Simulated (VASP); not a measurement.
Here is a VASP 6.6.1 calculation.

File INCAR:

```
SYSTEM = Mg2C3
PREC = Accurate
ENCUT = 600
EDIFF = 1E-7
ISMEAR = 0
SIGMA = 0.05
LREAL = .False.
LASPH = .True.
NELM = 60
ALGO = Normal
ISIF = 4
LWAVE = .False.
LCHARG = .False.
GGA = RP
IVDW = 13
IBRION = 2
NSW = 60
EDIFFG = -0.01
```

The input KPOINTS:

```
Automatic mesh
0
Gamma
  8 8 6
  0 0 0
```

The input POSCAR:

```
Mg2C3
1.0
    2.4331645091     -2.3589293668     -0.0026523106
    2.4331645091      2.3589293668     -0.0026523106
   -1.2413134956      0.0000000000      4.8925537253
Mg C
2 3
Direct
    0.8099147901      0.8099147901      0.2002475344
    0.1900852099      0.1900852099      0.7997524656
    0.3003419359      0.3003419359      0.2628451688
    0.6996580641      0.6996580641      0.7371548312
    0.5000000000      0.5000000000      0.5000000000
```

Potentials or basis: VASP PAW PBE potentials, release 64 (Mg, C).

Launch:

```console
$ cat potpaw_PBE.64/Mg/POTCAR potpaw_PBE.64/C/POTCAR > POTCAR
$ mpirun -np 1 vasp_std > vasp.out
```

(1) What does it give for the band gap on the k mesh?

(2) Estimate the dispersion energy per atom.

Results:

(1) 1.74 eV (least direct gap 2.36 eV).

(2) -0.321 eV.
